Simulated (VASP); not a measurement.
Runs of VASP 6.6.1 on Cr. The structure is that of space group Fm-3m (No. 225), or close to it. The cells are those of the table. This isn't the form of Cr at room conditions, which is bcc.

```tsv
cell	k mesh	gap on the mesh (eV)	pressure (GPa)
a = 2.612 Å, angles 60.0°, 1 atom	26 × 26 × 26	none	(a)
a = 2.562 Å, angles 60.0°, 1 atom	26 × 26 × 26	none	-0.7
a = 2.596 Å, angles 60.0°, 1 atom	26 × 26 × 26	none	-9.2
a = 2.579 Å, angles 60.0°, 1 atom	26 × 26 × 26	none	-5.2
a = 2.510 Å, angles 60.0°, 1 atom	52 × 52 × 52	none	15.8
a = 2.528 Å, angles 60.0°, 1 atom	52 × 52 × 52	none	(b)
```

Alike in all rows: task single point; level PBE; potentials or basis VASP PAW PBE potentials, release 64 (Cr_pv); no spin polarisation; cutoff (eV) 500; smearing fermi-dirac 0.0612256 eV.

Estimate the missing entries.

(a) -12.8; (b) 9.7.

Caveats: the run has no spin polarisation, though such a crystal can be magnetic; the cell stands under tension (at least some runs); the cell stands under pressure (at least some runs).

A gap of «none» marks levels without a gap at the run's occupations.
